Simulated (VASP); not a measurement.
# Re (P6_3/mmc) in VASP: further runs

Re is run at these levels: PBE; tasks: single point, relaxation of cell and atoms.

Everything below comes from runs of VASP 6.6.1. Logs are shortened: lines on timing, memory, paths and dates and some standing lists are left out, and cuts for length are marked.

## Step 1: The cell of the first run

It takes space group P6_3/mmc (No. 194, hexagonal). The conventional cell has a = 2.774 Å, b = 2.774 Å, c = 4.485 Å, α = 90.00°, β = 90.00°, γ = 120.00°. Within 3.6 Å of Re (site symmetry -6m2) lie 12 Re at 2.76 to 2.77 Å.

## Step 2: Single point, PBE

File INCAR:

```
PREC = Accurate ; ENCUT = 520
EDIFF = 1E-6 ; ISMEAR = 0
SIGMA = 0.05 ; LREAL = False
LASPH = True ; NELM = 80
ALGO = Fast ; ISIF = 2
LWAVE = False ; LCHARG = True
GGA = PE ; LELF = True
LVHAR = True ; NBANDS = 14
```

File KPOINTS:

```
Automatic mesh
0
Gamma
  18 18 10
```

File POSCAR:

```
Re
1.0
    2.7744768621      0.0000000000      0.0000000000
   -1.3872384311      2.4027674448      0.0000000000
    0.0000000000      0.0000000000      4.4852497118
Re
2
Direct
    0.3333333333      0.6666666667      0.7500000000
    0.6666666667      0.3333333333      0.2500000000
```

Potentials or basis: VASP PAW PBE potentials, release 64 (Re).

Launch:

```console
$ cat potpaw_PBE.64/Re/POTCAR > POTCAR
$ mpirun -np 1 vasp_std > vasp.out
```

OUTCAR:

```text
PREC = Accurate
   ENCUT = 520
   EDIFF = 1E-6
   ISMEAR = 0
   LREAL = False
   LASPH = True
   NELM = 80
   ISIF = 2
   GGA = PE

 ion  position               nearest neighbor table
   1  0.333  0.667  0.750-   2 2.76   2 2.76   2 2.76   2 2.76   2 2.76   2 2.76
   2  0.667  0.333  0.250-   1 2.76   1 2.76   1 2.76   1 2.76   1 2.76   1 2.76

  LATTYP: Found a hexagonal cell.
 ALAT       =     2.7744768621
 C/A-ratio  =     1.6166109630

  Lattice vectors:

 A1 = (   2.7744768621,   0.0000000000,   0.0000000000)
 A2 = (  -1.3872384311,   2.4027674448,   0.0000000000)
 A3 = (   0.0000000000,   0.0000000000,   4.4852497118)

Analysis of symmetry for initial positions (statically):
=====================================================================
 Subroutine PRICEL returns:
 Original cell was already a primitive cell.

 Routine SETGRP: Setting up the symmetry group for a
 hexagonal supercell.

 Subroutine GETGRP returns: Found 24 space group operations
 (whereof 12 operations were pure point group operations)
 out of a pool of 24 trial point group operations.

The static configuration has the point symmetry D_3d.
 The point group associated with its full space group is D_6h.

Analysis of symmetry for dynamics (positions and initial velocities):
=====================================================================
 Subroutine PRICEL returns:
 Original cell was already a primitive cell.

 Routine SETGRP: Setting up the symmetry group for a
 hexagonal supercell.

 Subroutine GETGRP returns: Found 24 space group operations
 (whereof 12 operations were pure point group operations)
 out of a pool of 24 trial point group operations.

The dynamic configuration has the point symmetry D_3d.
 The point group associated with its full space group is D_6h.

 Subroutine INISYM returns: Found 24 space group operations
 (whereof 12 operations are pure point group operations),
 and found     1 'primitive' translations

----------------------------------------------------------------------------------------

                                     Primitive cell

  volume of cell :      29.9006

  direct lattice vectors                    reciprocal lattice vectors
     2.774476862  0.000000000  0.000000000     0.360428308  0.208093380  0.000000000
    -1.387238431  2.402767445  0.000000000     0.000000000  0.416186761  0.000000000
     0.000000000  0.000000000  4.485249712     0.000000000  0.000000000  0.222953027

  length of vectors
     2.774476862  2.774476862  4.485249712     0.416186761  0.416186761  0.222953027

  position of ions in fractional coordinates (direct lattice)
     0.333333333  0.666666667  0.750000000
     0.666666667  0.333333333  0.250000000

  ion indices of the primitive-cell ions
   primitive index   ion index
                 1           1
                 2           2

----------------------------------------------------------------------------------------

 KPOINTS: Automatic mesh

Automatic generation of k-mesh.
 Grid dimensions read from file:
 generate k-points for:   18   18   10

 Generating k-lattice:

  Cartesian coordinates                     Fractional coordinates (reciprocal lattice)
     0.020023795  0.011560743  0.000000000     0.055555556  0.000000000  0.000000000
     0.000000000  0.023121487  0.000000000     0.000000000  0.055555556  0.000000000
     0.000000000  0.000000000  0.022295303     0.000000000  0.000000000  0.100000000

  Length of vectors
     0.023121487  0.023121487  0.022295303

  Shift w.r.t. Gamma in fractional coordinates (k-lattice)
     0.000000000  0.000000000  0.000000000

 Subroutine IBZKPT returns following result:
 ===========================================

 Found    222 irreducible k-points:

 Following reciprocal coordinates:
            Coordinates               Weight
  0.000000  0.000000  0.000000      1.000000
  0.055556  0.000000  0.000000      6.000000
  0.111111  0.000000  0.000000      6.000000
  0.166667 -0.000000  0.000000      6.000000
  0.222222  0.000000  0.000000      6.000000
  0.277778  0.000000  0.000000      6.000000
[... 16 lines left out ...]
  0.333333  0.111111  0.000000     12.000000
  0.388889  0.111111  0.000000     12.000000
 [... further k-points ...]
   k-points           NKPTS =    222   k-points in BZ     NKDIM =    222   number of bands    NBANDS=     14
   number of dos      NEDOS =    301   number of ions     NIONS =      2
   total plane-waves  NPLWV =  20736
   dimension x,y,z NGX =    24 NGY =   24 NGZ =   36
   dimension x,y,z NGXF=    48 NGYF=   48 NGZF=   72
   ions per type =               2
   NGX,Y,Z   is equivalent  to a cutoff of  14.38, 14.38, 13.34 a.u.
   NGXF,Y,Z  is equivalent  to a cutoff of  28.76, 28.76, 26.69 a.u.
 SYSTEM =  unknown system
   PREC   = accura    normal or accurate (medium, high low for compatibility)
   ISTART =      0    job   : 0-new  1-cont  2-samecut
   ICHARG =      2    charge: 1-file 2-atom 10-const
   ISPIN  =      1    spin polarized calculation?
   LNONCOLLINEAR =      F non collinear calculations
   LSORBIT =      F    spin-orbit coupling
   LASPH  =      T    aspherical Exc in radial PAW
   ENCUT  =  520.0 eV  38.22 Ry    6.18 a.u.   5.16  5.16  8.34*2*pi/ulx,y,z
   NELM   =     80;   NELMIN=  2; NELMDL= -5     # of ELM steps
   EDIFF  = 0.1E-05   stopping-criterion for ELM
   LREAL  =      F    real-space projection
   EDIFFG = 0.1E-04   stopping-criterion for IOM
   NSW    =      0    number of steps for IOM
   IBRION =     -1    ionic relax: 0-MD 1-quasi-New 2-CG
   NFREE  =      0    steps in history (QN), initial steepest desc. (CG)
   ISIF   =      2    stress and relaxation
   ISYM   =      2    0-nonsym 1-usesym 2-fastsym
   POTIM  = 0.5000    time-step for ionic-motion
   TEBEG  =    0.0;   TEEND  =   0.0 temperature during run
   PSTRESS=    0.0 pullay stress
   NELECT =      14.0000    total number of electrons
   NUPDOWN=      -1.0000    fix difference up-down
   EMIN   =  10.00;   EMAX   =-10.00  energy-range for DOS
   EFERMI =   0.00;   METHOD = LEGACY
   ISMEAR =     0;   SIGMA  =   0.05  broadening in eV -4-tet -1-fermi 0-gaus
   EFERMI_NEDOS =   21; number of points for ismear=-14 and -15
   IALGO  =     68    algorithm
   IMIX   =      4    mixing-type and parameters
     AMIX     =   0.40;   BMIX     =  1.00
     AMIX_MAG =   1.60;   BMIX_MAG =  1.00
  volume/ion in A,a.u.               =      14.95       100.89
  Fermi-wavevector in a.u.,A,eV,Ry     =   1.271231  2.402278 21.987387  1.616027
  Thomas-Fermi vector in A             =   2.404175
   LORBIT       =      0    0 simple, 1 ext, 2 COOP (PROOUT), +10 PAW based schemes
   GGA     = PE    functional components
   LHFCALC =     F    Hartree Fock is set to
   AEXX    =    0.0000 exact exchange contribution
   IVDW    =     0    specifies the selected vdW correction
   LEPSILON=     F    determine dielectric tensor
   LRPA    =     F    only Hartree local field effects (RPA)
 non-spin polarized calculation
 RMM-DIIS sequential band-by-band and
 Gauss-broadening in eV      SIGMA  =   0.05
  energy-cutoff  :      520.00
  volume of cell :       29.90
 maximum number of plane-waves:       818
 NGX is ok and might be reduce to    24
   NGX = 11   NGY = 11   NGZ = 17

 number of electron      14.0000000 magnetization

 Free energy of the ion-electron system (eV)
  ---------------------------------------------------
  ext. energy  EPLUGINS =         0.00000000
  ---------------------------------------------------
  free energy    TOTEN  =       -24.85140448 eV

  energy without entropy =      -24.84938047  energy(sigma->0) =      -24.85039248

 E-fermi :   7.6704     XC(G=0): -13.6431

 val. band max:        7.6677245308   @ k =   0.1667   0.0556   0.1000
 cond. band min:       7.6818167702   @ k =   0.3333   0.1667   0.4000
 fundamental gap:      0.0140922395
 Fermi energy:         7.6703690873

 k-point     1 :       0.0000    0.0000    0.0000
  band No.  band energies     occupation
      1      -2.0665      2.00000
      2       1.1815      2.00000
      3       6.1361      2.00000
      4       6.1537      2.00000
      5       6.1537      2.00000
      6       6.9655      2.00000
      7       6.9655      2.00000
      8       7.8839      0.00000
      9       7.8839      0.00000
     10       8.2630      0.00000
     11      10.9783      0.00000
     12      10.9783      0.00000
     13      17.4812      0.00000
     14      21.8225      0.00000

 k-point     2 :       0.0556    0.0000    0.0000
  band No.  band energies     occupation
      1      -1.9418      2.00000
      2       1.2992      2.00000
      3       5.7897      2.00000
      4       6.2672      2.00000
      5       6.4584      2.00000
      6       6.8757      2.00000
      7       7.0728      2.00000
      8       7.6195      1.84976
      9       7.7872      0.00095
     10       7.9620      0.00000
     11      11.0434      0.00000
     12      11.5510      0.00000
     13      17.4740      0.00000
     14      22.0993      0.00000

 k-point     3 :       0.1111    0.0000    0.0000
  band No.  band energies     occupation
      1      -1.5782      2.00000
      2       1.6305      2.00000
      3       5.3739      2.00000
      4       6.5784      2.00000
      5       6.6042      2.00000
      6       6.7127      2.00000
      7       6.8575      2.00000
      8       7.3902      2.00000
      9       7.5330      1.99990
     10       7.7361      0.06311
     11      11.2056      0.00000
     12      12.7181      0.00000
     13      17.4265      0.00000
     14      22.8605      0.00000

 k-point     4 :       0.1667   -0.0000    0.0000
  band No.  band energies     occupation
      1      -1.0086      2.00000
      2       2.0930      2.00000
      3       4.9658      2.00000
      4       5.7253      2.00000
      5       6.2687      2.00000
      6       7.1520      2.00000
      7       7.1935      2.00000
      8       7.2979      2.00000
      9       7.4804      2.00000
     10       7.9027      0.00000
     11      11.4018      0.00000
     12      14.0511      0.00000
     13      17.2954      0.00000
     14      23.7632      0.00000

 k-point     5 :       0.2222    0.0000    0.0000
  band No.  band energies     occupation
      1      -0.2936      2.00000
      2       2.4897      2.00000
      3       4.7347      2.00000
      4       4.8146      2.00000
      5       5.9992      2.00000
      6       6.8323      2.00000
      7       7.1960      2.00000
      8       7.8876      0.00000
      9       7.9014      0.00000
     10       8.5837      0.00000
     11      11.5839      0.00000
[... 276 lines left out ...]
 k-point    22 :       0.2778    0.1111    0.0000
  band No.  band energies     occupation
      1       1.4950      2.00000
      2       2.7589      2.00000
      3       3.3587      2.00000
      4       4.6312      2.00000
      5       5.7823      2.00000
      6       6.2928      2.00000
      7       6.8570      2.00000
      8       9.0110      0.00000
      9      10.1857      0.00000
     10      11.1694      0.00000
     11      11.6145      0.00000
     12      16.8201      0.00000
     13      18.5690      0.00000
     14      19.4837      0.00000

 k-point    23 :       0.3333    0.1111    0.0000
  band No.  band energies     occupation
      1       1.9761      2.00000
      2       2.5133      2.00000
      3       2.9343      2.00000
      4       5.0192      2.00000
      5       5.6841      2.00000
      6       6.5558      2.00000
      7       6.7377      2.00000
      8       9.9052      0.00000
      9      10.9366      0.00000
     10      11.6509      0.00000
     11      12.2231      0.00000
     12      17.0560      0.00000
     13      17.6449      0.00000
     14      19.8134      0.00000

 k-point    24 :       0.3889    0.1111    0.0000
  band No.  band energies     occupation
      1       2.2032      2.00000
      2       2.3469      2.00000
      3       2.6734      2.00000
      4       5.4235      2.00000
      5       5.6584      2.00000
      6       6.3297      2.00000
      7       7.0663      2.00000
      8      10.8155      0.00000
      9      11.4045      0.00000
     10      11.6694      0.00000
     11      13.1974      0.00000
     12      15.9312      0.00000
     13      17.6940      0.00000
     14      18.8068      0.00000

 [... further k-points ...]
[... 5 lines left out ...]
  --------------------------------------------------------------------------------------
  -------------------------------------------------------------------------------------
  Total       -0.0883267     -0.0883267     -0.1096004      0.0000000      0.0000000      0.0000000
  in kB       -4.7328516     -4.7328516     -5.8727714      0.0000000      0.0000000      0.0000000
  external PRESSURE =      -5.1128249 kB  Pullay stress =       0.0000000 kB

 VOLUME and BASIS-vectors are now :
 -----------------------------------------------------------------------------
  energy-cutoff  :      520.00
  volume of cell :       29.90
      direct lattice vectors                 reciprocal lattice vectors
     2.774476862  0.000000000  0.000000000     0.360428308  0.208093380  0.000000000
    -1.387238431  2.402767445  0.000000000     0.000000000  0.416186761  0.000000000
     0.000000000  0.000000000  4.485249712     0.000000000  0.000000000  0.222953027

 POSITION                                       TOTAL-FORCE (eV/Angst)
 -----------------------------------------------------------------------------------
     -0.00000      1.60184      3.36394         0.000000      0.000000      0.000000
      1.38724      0.80092      1.12131        -0.000000      0.000000      0.000000
 -----------------------------------------------------------------------------------
    total drift:                               -0.000000      0.000000     -0.000000

  FREE ENERGIE OF THE ION-ELECTRON SYSTEM (eV)
  ---------------------------------------------------
  free  energy   TOTEN  =       -24.8514044820 eV

  energy  without entropy=      -24.8493804733  energy(sigma->0) =      -24.85039248
```

It took 3.3 min on 1 thread of AMD EPYC 7R13, shared host; peak memory 0.19 GiB.

Results:

```
Free energy            : -24.8514 eV
Pressure               : -0.5 GPa
Band gap on the k mesh : zero (band 7 reaches 9.10 eV, above the bottom of band 8 at 6.03 eV)
```

Caveat: spin-orbit coupling is left out, which moves the levels of the heavy elements.

## Step 3: Single point, PBE

File INCAR:

```
SYSTEM = Re
  PREC = Accurate
  ENCUT = 520
  EDIFF = 1E-6
  ISMEAR = 0
  SIGMA = 0.05
  LREAL = .False.
  LASPH = .True.
  NELM = 80
  ALGO = Normal
  ISIF = 2
  LWAVE = .False.
  LCHARG = .False.
  GGA = PE
  NBANDS = 14
```

File KPOINTS:

```
Automatic mesh
0
Gamma
  18 18 10
  0 0 0
```

POSCAR is that of step 2.

Potentials or basis: VASP PAW PBE potentials, release 64 (Re).

Launch:

```console
$ cat potpaw_PBE.64/Re/POTCAR > POTCAR
$ mpirun -np 1 vasp_std > vasp.out
```

Wall time 3.2 min (1 thread of AMD EPYC 7R13, shared host); peak memory 0.19 GiB.

The run converged. Its results:

- Free energy: -24.8514 eV
- Pressure: -0.6 GPa
- Band gap on the k mesh: zero (band 7 reaches 9.10 eV, above the bottom of band 8 at 6.03 eV)

Stress tensor (GPa, compression positive):
```
-0.52  0.00  0.00
 0.00 -0.52  0.00
 0.00  0.00 -0.64
```

Levels at points of the mesh, in eV from the Fermi level:
| k point | band 3 | band 4 | band 5 | band 6 | band 7 | band 8 | band 9 | band 10 | band 11 | band 12 |
| --- | --- | --- | --- | --- | --- | --- | --- | --- | --- | --- |
| (0.00, 0.00, 0.00) | -1.53 | -1.52 | -1.52 | -0.70 | -0.70 | 0.21 | 0.21 | 0.59 | 3.31 | 3.31 |
| (0.50, 0.00, 0.00) | -5.11 | -1.86 | -1.71 | -1.34 | -0.58 | 3.90 | 4.27 | 4.41 | 5.94 | 6.94 |
| (0.00, 0.00, 0.50) | -2.32 | -2.32 | -1.64 | -1.64 | -1.64 | -1.64 | 2.50 | 2.50 | 2.50 | 2.50 |
| (0.50, 0.00, 0.50) | -3.98 | -3.98 | 0.41 | 0.41 | 0.91 | 0.91 | 4.20 | 4.20 | 4.69 | 4.69 |

Caveat: spin-orbit coupling is left out, which moves the levels of the heavy elements.

(Part 1 of 2 ends here.)
